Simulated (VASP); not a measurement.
Set up this calculation in VASP 6.6.1, as the native input.

```yaml
Task: single point
Functional: LDA
Potentials_or_basis: VASP PAW LDA potentials, release 64 (P)
Cutoff: 520 eV
k_mesh: 10 × 1 × 8
Occupations: gaussian, width 0.05 eV
Spin: no spin polarisation
Dipole_correction: no
Further_INCAR_settings: ALGO = Normal; EDIFF = 1e-06; NBANDS = 18
```

The structure of P lies in POSCAR:

```
P
1.0
    3.1810432758      0.0000000000      0.0000000000
    0.0000000000     33.7670274454      0.0000000000
    0.0000000000      0.0000000000      4.9359598279
P
4
Direct
    0.0000000000      0.9702614300      0.5921507200
    0.0000000000      0.0297385700      0.4078492800
    0.5000000000      0.0297385700      0.0921507200
    0.5000000000      0.9702614300      0.9078492800
```

This cell differs from its parent crystal: ratio of the length along z to the lengths across it x 1.1, volume and fractional coordinates fixed.

One way to write it, as run:

INCAR

```
SYSTEM = P
PREC     = Accurate       ! precision mode
ENCUT    = 520            ! plane-wave cutoff, eV
EDIFF    = 1E-6           ! SCF threshold, eV
ISMEAR   = 0              ! smearing method
SIGMA    = 0.05           ! smearing width, eV
LREAL    = .FALSE.        ! projectors in reciprocal space
LASPH    = .TRUE.         ! aspherical terms in the spheres
NELM     = 60             ! most SCF steps
ALGO     = Normal         ! electronic algorithm
ISIF     = 2              ! what is computed and relaxed
LWAVE    = .FALSE.        ! write WAVECAR
LCHARG   = .FALSE.        ! write CHGCAR
NBANDS   = 18             ! bands
```

KPOINTS

```
Automatic mesh
0
G
  10 1 8
  0 0 0
```

Potentials or basis: VASP PAW LDA potentials, release 64 (P).

Run with:

```console
$ cat potpaw_LDA.64/P/POTCAR > POTCAR
$ mpirun -np 1 vasp_std > vasp.out
```

Results of the run:

| Item | Value |
| --- | --- |
| Largest force | 0.838 eV/Å |
| Band gap on the k mesh | 0.98 eV, indirect (least direct gap 1.36 eV) |

It took 9.6 min on 1 thread of Oxide Virtual Turin-like Processor, with other jobs on the host, peak memory 0.46 GiB.
